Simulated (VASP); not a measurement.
A run of VASP 6.6.1 is set up as follows.

Contents of POSCAR:

```
Sn
1.0
    3.0544789005      0.0000000000      0.0000000000
    0.0000000000      3.0544789005      0.0000000000
    0.0000000000      0.0000000000      3.0544789005
Sn
1
Direct
    0.0000000000      0.0000000000      0.0000000000
```

INCAR.step1

```
SYSTEM = Sn
PREC = Accurate
ENCUT = 520
ISMEAR = 1
SIGMA = 0.05
LREAL = .FALSE.
LASPH = .TRUE.
NELM = 60
NBANDS = 13
GGA = PE
ALGO = Normal
EDIFF = 1E-4
LWAVE = .TRUE.
LCHARG = .FALSE.
```

INCAR.step2

```
SYSTEM = Sn
PREC = Accurate
ENCUT = 520
EDIFF = 1E-7
ISMEAR = 1
SIGMA = 0.05
LREAL = .FALSE.
LASPH = .TRUE.
NELM = 60
ALGO = Normal
ISIF = 2
LWAVE = .FALSE.
LCHARG = .FALSE.
METAGGA = R2SCAN
LMIXTAU = .TRUE.
NBANDS = 13
ISTART = 1
```

The input KPOINTS:

```
regular mesh
0
G
  14 14 14
  0 0 0
```

Potentials or basis: VASP PAW PBE potentials, release 64 (Sn_d).

Command:

```sh
$ cat potpaw_PBE.64/Sn_d/POTCAR > POTCAR
$ cp INCAR.step1 INCAR
$ mpirun -np 1 vasp_std > vasp.out
$ cp INCAR.step2 INCAR
$ mpirun -np 1 vasp_std > vasp.out
```

(1) Predict the pressure.

(2) What does it give for the band gap on the k mesh?

Answers

(1) 0.0 GPa.

(2) zero (bands 7 and 8 overlap by 8.07 eV).

Caveat: the PAW data sets were made with another functional, which shifts forces and pressure a little; spin-orbit coupling is left out, which moves the levels of the heavy elements.
